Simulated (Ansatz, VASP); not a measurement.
## AgCl in VASP and in Ansatz

```
CELL_PARAMETERS angstrom
4.51840 0.00000 0.00000
-2.25920 3.91305 0.00000
0.00000 0.00000 5.72303
ATOMIC_POSITIONS crystal
Ag 0.33333 0.66667 0.25000
Ag 0.66667 0.33333 0.75000
Cl 0.66667 0.33333 0.25000
Cl 0.33333 0.66667 0.75000
```

Alike in both runs: task single point; functional PBE; k mesh 6 × 6 × 4; non-collinear spin, spin-orbit coupling.

|  | VASP | Ansatz |
| --- | --- | --- |
| version | VASP 6.6.1 | Ansatz 0.2.0 |
| potentials or method | VASP PAW PBE potentials, release 64 (Ag, Cl) | plane waves, PAW |
| plane-wave cutoff (eV) | 520 | 420 |
| occupations | gaussian, width 0.01 eV | fixed |
| valence electrons in the cell | 36 | 52 |

|  | VASP | Ansatz | Ansatz less VASP |
| --- | --- | --- | --- |
| pressure (GPa) | 1.1 | 1.2 | +0.11 |
| traceless stress, the component that is largest in VASP (GPa) | 0.31 | 0.29 | -0.018 |
| net moment per atom (μB) | 0.00 | 0.00 | 0.000 |

VASP's potentials hold 36 valence electrons a cell and Ansatz's 52, so a difference there can come from the potentials and not from the codes.
